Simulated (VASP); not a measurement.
# Ta2N in VASP: a series of runs, part 2 of 2

VASP 6.6.1.

## 4. Single point, PBE

The input, INCAR:

```
SYSTEM = Ta2N
  ALGO = Normal
  EDIFF = 1E-6
  ENCUT = 600
  GGA = PE
  GGA_COMPAT = .FALSE.
  ISIF = 2
  ISMEAR = 0
  LASPH = .TRUE.
  LCHARG = .TRUE.
  LELF = .TRUE.
  LREAL = .FALSE.
  LVHAR = .TRUE.
  LWAVE = .FALSE.
  NBANDS = 20
  NELM = 120
  PREC = Accurate
  SIGMA = 0.1
```

The input, KPOINTS:

```
k-points
0
G
  2 2 1
  0 0 0
```

The input, POSCAR:

```
Ta2N
1.0
    3.1128615060      0.0000000000      0.0000000000
   -1.5564307530      2.6958171426      0.0000000000
    0.0000000000      0.0000000000      4.8698410000
Ta N
2 1
Direct
    0.6666666667      0.3333333333      0.7452890000
    0.3333333333      0.6666666667      0.2547110000
    0.0000000000      0.0000000000      0.0000000000
```

Potentials or basis: VASP PAW PBE potentials, release 64 (Ta_pv, N).

On the command line:

```
cat potpaw_PBE.64/Ta_pv/POTCAR potpaw_PBE.64/N/POTCAR > POTCAR
mpirun -np 1 vasp_std > vasp.out
```

OUTCAR:

```text
SYSTEM = Ta2N
   EDIFF = 1E-6
   ENCUT = 600
   GGA = PE
   ISIF = 2
   ISMEAR = 0
   LASPH = .TRUE.
   LREAL = .FALSE.
   NELM = 120
   PREC = Accurate

 ion  position               nearest neighbor table
   1  0.667  0.333  0.745-   3 2.18   3 2.18   3 2.18   2 2.99   2 2.99   2 2.99   2 3.06   2 3.06
                             2 3.06
   2  0.333  0.667  0.255-   3 2.18   3 2.18   3 2.18   1 2.99   1 2.99   1 2.99   1 3.06   1 3.06
                             1 3.06
   3  0.000  0.000  0.000-   1 2.18   2 2.18   2 2.18   1 2.18   1 2.18   2 2.18

  LATTYP: Found a hexagonal cell.
 ALAT       =     3.1128615060
 C/A-ratio  =     1.5644258476

  Lattice vectors:

 A1 = (   3.1128615060,   0.0000000000,   0.0000000000)
 A2 = (  -1.5564307530,   2.6958171426,   0.0000000000)
 A3 = (   0.0000000000,   0.0000000000,   4.8698410000)

Analysis of symmetry for initial positions (statically):
=====================================================================
 Subroutine PRICEL returns:
 Original cell was already a primitive cell.

 Routine SETGRP: Setting up the symmetry group for a
 hexagonal supercell.

 Subroutine GETGRP returns: Found 12 space group operations
 (whereof 12 operations were pure point group operations)
 out of a pool of 24 trial point group operations.

The static configuration has the point symmetry D_3d.

Analysis of symmetry for dynamics (positions and initial velocities):
=====================================================================
 Subroutine PRICEL returns:
 Original cell was already a primitive cell.

 Routine SETGRP: Setting up the symmetry group for a
 hexagonal supercell.

 Subroutine GETGRP returns: Found 12 space group operations
 (whereof 12 operations were pure point group operations)
 out of a pool of 24 trial point group operations.

The dynamic configuration has the point symmetry D_3d.

 Subroutine INISYM returns: Found 12 space group operations
 (whereof 12 operations are pure point group operations),
 and found     1 'primitive' translations

----------------------------------------------------------------------------------------

                                     Primitive cell

  volume of cell :      40.8663

  direct lattice vectors                    reciprocal lattice vectors
     3.112861506  0.000000000  0.000000000     0.321247829  0.185472520  0.000000000
    -1.556430753  2.695817143  0.000000000     0.000000000  0.370945041  0.000000000
     0.000000000  0.000000000  4.869841000     0.000000000  0.000000000  0.205345513

  length of vectors
     3.112861506  3.112861506  4.869841000     0.370945041  0.370945041  0.205345513

  position of ions in fractional coordinates (direct lattice)
     0.666666667  0.333333333  0.745289000
     0.333333333  0.666666667  0.254711000
     0.000000000  0.000000000  0.000000000

  ion indices of the primitive-cell ions
   primitive index   ion index
                 1           1
                 2           2
                 3           3

----------------------------------------------------------------------------------------

 KPOINTS: k-points

Automatic generation of k-mesh.
 Grid dimensions read from file:
 generate k-points for:    2    2    1

 Generating k-lattice:

  Cartesian coordinates                     Fractional coordinates (reciprocal lattice)
     0.160623914  0.092736260  0.000000000     0.500000000  0.000000000  0.000000000
     0.000000000  0.185472520  0.000000000     0.000000000  0.500000000  0.000000000
     0.000000000  0.000000000  0.205345513     0.000000000  0.000000000  1.000000000

  Length of vectors
     0.185472520  0.185472520  0.205345513

  Shift w.r.t. Gamma in fractional coordinates (k-lattice)
     0.000000000  0.000000000  0.000000000

 Subroutine IBZKPT returns following result:
 ===========================================

 Found      2 irreducible k-points:

 Following reciprocal coordinates:
            Coordinates               Weight
  0.000000  0.000000  0.000000      1.000000
  0.500000  0.000000  0.000000      3.000000
   k-points           NKPTS =      2   k-points in BZ     NKDIM =      2   number of bands    NBANDS=     20
   number of dos      NEDOS =    301   number of ions     NIONS =      3
   total plane-waves  NPLWV =  31360
   dimension x,y,z NGX =    28 NGY =   28 NGZ =   40
   dimension x,y,z NGXF=    56 NGYF=   56 NGZF=   80
   ions per type =               2   1
   NGX,Y,Z   is equivalent  to a cutoff of  14.95, 14.95, 13.66 a.u.
   NGXF,Y,Z  is equivalent  to a cutoff of  29.91, 29.91, 27.31 a.u.
 SYSTEM =  Ta2N
   PREC   = accura    normal or accurate (medium, high low for compatibility)
   ISTART =      0    job   : 0-new  1-cont  2-samecut
   ICHARG =      2    charge: 1-file 2-atom 10-const
   ISPIN  =      1    spin polarized calculation?
   LNONCOLLINEAR =      F non collinear calculations
   LSORBIT =      F    spin-orbit coupling
   LASPH  =      T    aspherical Exc in radial PAW
   ENCUT  =  600.0 eV  44.10 Ry    6.64 a.u.   6.22  6.22  9.73*2*pi/ulx,y,z
   NELM   =    120;   NELMIN=  2; NELMDL= -5     # of ELM steps
   EDIFF  = 0.1E-05   stopping-criterion for ELM
   LREAL  =      F    real-space projection
   EDIFFG = 0.1E-04   stopping-criterion for IOM
   NSW    =      0    number of steps for IOM
   IBRION =     -1    ionic relax: 0-MD 1-quasi-New 2-CG
   NFREE  =      0    steps in history (QN), initial steepest desc. (CG)
   ISIF   =      2    stress and relaxation
   ISYM   =      2    0-nonsym 1-usesym 2-fastsym
   POTIM  = 0.5000    time-step for ionic-motion
   TEBEG  =    0.0;   TEEND  =   0.0 temperature during run
   PSTRESS=    0.0 pullay stress
   NELECT =      27.0000    total number of electrons
   NUPDOWN=      -1.0000    fix difference up-down
   EMIN   =  10.00;   EMAX   =-10.00  energy-range for DOS
   EFERMI =   0.00;   METHOD = LEGACY
   ISMEAR =     0;   SIGMA  =   0.10  broadening in eV -4-tet -1-fermi 0-gaus
   EFERMI_NEDOS =   21; number of points for ismear=-14 and -15
   IALGO  =     38    algorithm
   IMIX   =      4    mixing-type and parameters
     AMIX     =   0.40;   BMIX     =  1.00
     AMIX_MAG =   1.60;   BMIX_MAG =  1.00
  volume/ion in A,a.u.               =      13.62        91.93
  Fermi-wavevector in a.u.,A,eV,Ry     =   1.425852  2.694469 27.661374  2.033054
  Thomas-Fermi vector in A             =   2.546192
   LORBIT       =      0    0 simple, 1 ext, 2 COOP (PROOUT), +10 PAW based schemes
   GGA     = PE    functional components
   LHFCALC =     F    Hartree Fock is set to
   AEXX    =    0.0000 exact exchange contribution
   IVDW    =     0    specifies the selected vdW correction
   LEPSILON=     F    determine dielectric tensor
   LRPA    =     F    only Hartree local field effects (RPA)
 non-spin polarized calculation
 Gauss-broadening in eV      SIGMA  =   0.10
  energy-cutoff  :      600.00
  volume of cell :       40.87
 maximum number of plane-waves:      1387
 NGX is ok and might be reduce to    28

 number of electron      26.9999997 magnetization

 Free energy of the ion-electron system (eV)
  ---------------------------------------------------
  ext. energy  EPLUGINS =         0.00000000
  ---------------------------------------------------
  free energy    TOTEN  =       -33.69895575 eV

  energy without entropy =      -33.66055007  energy(sigma->0) =      -33.67975291

 E-fermi :   7.7820     XC(G=0): -12.8279

 val. band max:        7.2527943880   @ k =   0.0000   0.0000   0.0000
 cond. band min:       7.8079859506   @ k =   0.0000   0.0000   0.0000
 fundamental gap:      0.5551915626
 Fermi energy:         7.7819996055

 k-point     1 :       0.0000    0.0000    0.0000
  band No.  band energies     occupation
      1     -28.0958      2.00000
      2     -27.4268      2.00000
      3     -27.4268      2.00000
      4     -27.3009      2.00000
      5     -27.3009      2.00000
      6     -27.1348      2.00000
[... 12 lines left out ...]
     19       8.6673      0.00000
     20      12.3753      0.00000

 k-point     2 :       0.5000    0.0000    0.0000
  band No.  band energies     occupation
      1     -28.0489      2.00000
      2     -27.8496      2.00000
      3     -27.6700      2.00000
      4     -27.6204      2.00000
      5     -27.3747      2.00000
      6     -27.3672      2.00000
[... 12 lines left out ...]
     19      11.7454      0.00000
     20      11.9409      0.00000

------------------------ aborting loop because EDIFF is reached ----------------------------------------

  FORCE on cell =-STRESS in cart. coord.  units (eV):
  Direction    XX          YY          ZZ          XY          YZ          ZX
  --------------------------------------------------------------------------------------
  -------------------------------------------------------------------------------------
  Total        1.0013287      1.0013287      1.1759139     -0.0000000      0.0000000     -0.0000000
  in kB       39.2574649     39.2574649     46.1021422     -0.0000000      0.0000000     -0.0000000
  external PRESSURE =      41.5390240 kB  Pullay stress =       0.0000000 kB

 VOLUME and BASIS-vectors are now :
 -----------------------------------------------------------------------------
  energy-cutoff  :      600.00
  volume of cell :       40.87
      direct lattice vectors                 reciprocal lattice vectors
     3.112861506  0.000000000  0.000000000     0.321247829  0.185472520  0.000000000
    -1.556430753  2.695817143  0.000000000     0.000000000  0.370945041  0.000000000
     0.000000000  0.000000000  4.869841000     0.000000000  0.000000000  0.205345513

 POSITION                                       TOTAL-FORCE (eV/Angst)
 -----------------------------------------------------------------------------------
      1.55643      0.89861      3.62944         0.000000     -0.000000      1.277489
     -0.00000      1.79721      1.24040        -0.000000      0.000000     -1.277489
      0.00000      0.00000      0.00000         0.000000      0.000000      0.000000
 -----------------------------------------------------------------------------------
    total drift:                                0.000000     -0.000000     -0.000000

  FREE ENERGIE OF THE ION-ELECTRON SYSTEM (eV)
  ---------------------------------------------------
  free  energy   TOTEN  =       -33.6989557477 eV

  energy  without entropy=      -33.6605500734  energy(sigma->0) =      -33.67975291
```

OSZICAR:

```text
N       E                     dE             d eps       ncg     rms          rms(c)
DAV:   1     0.227892258244E+03    0.22789E+03   -0.16123E+04    80   0.153E+03
DAV:   2    -0.275717389975E+02   -0.25546E+03   -0.24917E+03    88   0.411E+02
DAV:   3    -0.373506521039E+02   -0.97789E+01   -0.94753E+01   104   0.753E+01
DAV:   4    -0.374628720110E+02   -0.11222E+00   -0.11202E+00    88   0.775E+00
DAV:   5    -0.374641351288E+02   -0.12631E-02   -0.12627E-02   100   0.777E-01    0.270E+01
DAV:   6    -0.343006382374E+02    0.31635E+01   -0.23470E+01   108   0.271E+01    0.132E+01
DAV:   7    -0.338380404726E+02    0.46260E+00   -0.36981E+00   100   0.969E+00    0.806E+00
DAV:   8    -0.337664008698E+02    0.71640E-01   -0.19583E+00   104   0.661E+00    0.191E+00
DAV:   9    -0.337002539838E+02    0.66147E-01   -0.19247E-01    96   0.246E+00    0.492E-01
DAV:  10    -0.336991540092E+02    0.11000E-02   -0.11337E-02    88   0.771E-01    0.182E-01
DAV:  11    -0.336989434073E+02    0.21060E-03   -0.13242E-03   100   0.272E-01    0.515E-02
DAV:  12    -0.336989594776E+02   -0.16070E-04   -0.11946E-04    88   0.921E-02    0.231E-02
DAV:  13    -0.336989561555E+02    0.33221E-05   -0.19979E-05    92   0.323E-02    0.965E-03
DAV:  14    -0.336989557477E+02    0.40776E-06   -0.23197E-06    60   0.114E-02
   1 F= -.33698956E+02 E0= -.33679753E+02  d E =-.384057E-01
```

Wall time 11 s (1 thread of AMD EPYC 7R43 (Zen 3), shared host); peak memory 0.14 GiB.

What came out:

```yaml
Free_energy: -33.6990 eV
Pressure: 4.2 GPa
Largest_force: 1.277 eV/Å
```

Forces in eV/Å, atoms in the order of the input:
```
Ta   0.000  0.000  1.277
Ta   0.000  0.000 -1.277
N    0.000  0.000  0.000
```

Stress tensor (GPa, compression positive):
```
3.93 0.00 0.00
0.00 3.93 0.00
0.00 0.00 4.61
```

Caveat: the k points lie up to 1.29 Å⁻¹ apart; spin-orbit coupling is left out, which moves the levels of the heavy elements; forces of over 1 eV/Å act on the atoms, so gaps and moduli don't describe the material at rest.

## 5. Single point, PBE+D4

The input, INCAR:

```
PREC = Accurate ; ENCUT = 600
EDIFF = 1E-6 ; ISMEAR = 0
SIGMA = 0.013 ; LREAL = F
LASPH = T ; NELM = 120
ALGO = Normal ; ISIF = 2
LWAVE = F ; LCHARG = F
GGA = PE ; IVDW = 13
NBANDS = 20 ; GGA_COMPAT = F
```

The input, KPOINTS:

```
regular mesh
0
Gamma
  3 3 1
```

POSCAR is that of step 4.

On the command line:

```
cat potpaw_PBE.64/Ta_pv/POTCAR potpaw_PBE.64/N/POTCAR > POTCAR
mpirun -np 1 vasp_std > vasp.out
```

Run time: 15 s. Hardware: 1 thread of AMD EPYC 7R43 (Zen 3), shared host; peak memory 0.14 GiB.

It converged, with:

| Property | Result |
| --- | --- |
| Free energy | -35.2460 eV |
| Pressure | -2.9 GPa |
| Largest force | 0.945 eV/Å |
| Dispersion energy per atom | -0.297 eV |

Forces on the atoms (eV/Å):
```
Ta   0.000  0.000  0.945
Ta   0.000  0.000 -0.945
N    0.000  0.000  0.000
```

Stress tensor (GPa, compression positive):
```
  9.57   0.00   0.00
  0.00   9.57   0.00
  0.00   0.00 -27.74
```

Levels at points of the mesh, in eV from the Fermi level:
| k point | band 9 | band 10 | band 11 | band 12 | band 13 | band 14 | band 15 | band 16 | band 17 | band 18 |
| --- | --- | --- | --- | --- | --- | --- | --- | --- | --- | --- |
| (0.00, 0.00, 0.00) | -6.63 | -6.63 | -5.73 | -1.34 | -0.98 | -0.98 | -0.42 | -0.42 | -0.37 | 0.43 |

Caveat: the k points lie up to 1.29 Å⁻¹ apart; spin-orbit coupling is left out, which moves the levels of the heavy elements; pairwise dispersion overbinds metals, which lowers pressure and volume.

## 6. Single point, PBE

The input, INCAR:

```
SYSTEM = Ta2N
ALGO = Normal
EDIFF = 1E-6
ENCUT = 600
GGA = PE
GGA_COMPAT = .False.
ISIF = 2
ISMEAR = -1
LASPH = .True.
LCHARG = .False.
LREAL = .False.
LWAVE = .False.
NBANDS = 20
NELM = 120
PREC = Accurate
SIGMA = 0.2585199978643553
```

The input, KPOINTS:

```
k-points
0
Gamma
  3 3 2
  0 0 0
```

POSCAR is that of step 5.

Potentials or basis: VASP PAW PBE potentials, release 64 (Ta_pv, N).

On the command line:

```
cat potpaw_PBE.64/Ta_pv/POTCAR potpaw_PBE.64/N/POTCAR > POTCAR
mpirun -np 1 vasp_std > vasp.out
```

Run time: 18 s. Hardware: 1 thread of AMD EPYC 7R43 (Zen 3), shared host; peak memory 0.14 GiB.

It converged, with:

| Quantity | Value |
| --- | --- |
| Free energy | -34.1517 eV |
| Pressure | 3.4 GPa |
| Largest force | 0.855 eV/Å |

Forces on the atoms (eV/Å):
```
Ta   0.000  0.000 -0.855
Ta   0.000  0.000  0.855
N    0.000  0.000  0.000
```

Stress tensor (GPa, compression positive):
```
1.62 0.00 0.00
0.00 1.62 0.00
0.00 0.00 6.83
```

Levels at points of the mesh, in eV from the Fermi level:
| k point | band 9 | band 10 | band 11 | band 12 | band 13 | band 14 | band 15 | band 16 | band 17 | band 18 |
| --- | --- | --- | --- | --- | --- | --- | --- | --- | --- | --- |
| (0.00, 0.00, 0.00) | -6.24 | -6.24 | -5.16 | -0.87 | -0.44 | -0.44 | 0.06 | 0.06 | 0.08 | 0.95 |
| (0.00, 0.00, 0.50) | -6.42 | -6.42 | -3.06 | -2.83 | -1.32 | -1.32 | 1.57 | 1.67 | 2.07 | 2.07 |

Caveat: the k points lie up to 0.78 Å⁻¹ apart; spin-orbit coupling is left out, which moves the levels of the heavy elements.

## 7. Summary

| level | potentials or basis | cell | k mesh | cutoff (eV) | smearing | second run | gap on the mesh (eV) | pressure (GPa) | largest force (eV/Å) |
| --- | --- | --- | --- | --- | --- | --- | --- | --- | --- |
| PBE | VASP PAW PBE potentials, release 64 (Ta_pv, N) | a = 3.113, b = 3.113, c = 4.870 Å, angles 90.0, 90.0, 120.0°, 3 atoms | 6 × 6 × 4 | 520 | gaussian 0.07 eV | - | none | 0.5 | 0.93 |
| PBE | VASP PAW PBE potentials, release 64 (Ta_sv_GW, N) | a = 3.032, b = 3.032, c = 4.743 Å, angles 90.0, 90.0, 120.0°, 3 atoms | 6 × 6 × 4 | 600 | methfessel-paxton 0.008 eV | valence_matched | none | 24.8 | 0.17 |
| PBE | VASP PAW PBE potentials, release 64 (Ta_pv, N) | a = 3.113, b = 3.113, c = 4.870 Å, angles 90.0, 90.0, 120.0°, 3 atoms | 2 × 2 × 1 | 600 | gaussian 0.1 eV | - | none | 4.2 | 1.28 |
| PBE+D4 | VASP PAW PBE potentials, release 64 (Ta_pv, N) | a = 3.113, b = 3.113, c = 4.870 Å, angles 90.0, 90.0, 120.0°, 3 atoms | 3 × 3 × 1 | 600 | gaussian 0.013 eV | - | none | -2.9 | 0.94 |
| PBE | VASP PAW PBE potentials, release 64 (Ta_pv, N) | a = 3.113, b = 3.113, c = 4.870 Å, angles 90.0, 90.0, 120.0°, 3 atoms | 3 × 3 × 2 | 600 | fermi-dirac 0.25852 eV | - | none | 3.4 | 0.85 |

Some of these runs hold the atoms at other places in the same cell, which the table doesn't show; runs alike in all that it shows share one row.

Alike in all rows: task single point; no spin polarisation.

Caveats: all runs use coarse meshes; spin-orbit coupling is left out, which moves the levels of the heavy elements; forces of over 1 eV/Å act on the atoms, so gaps and moduli don't describe the material at rest (some runs); pairwise dispersion overbinds metals, which lowers pressure and volume (some runs).

Total energies depend on the potentials used, so only differences within one code and one set of settings carry meaning.
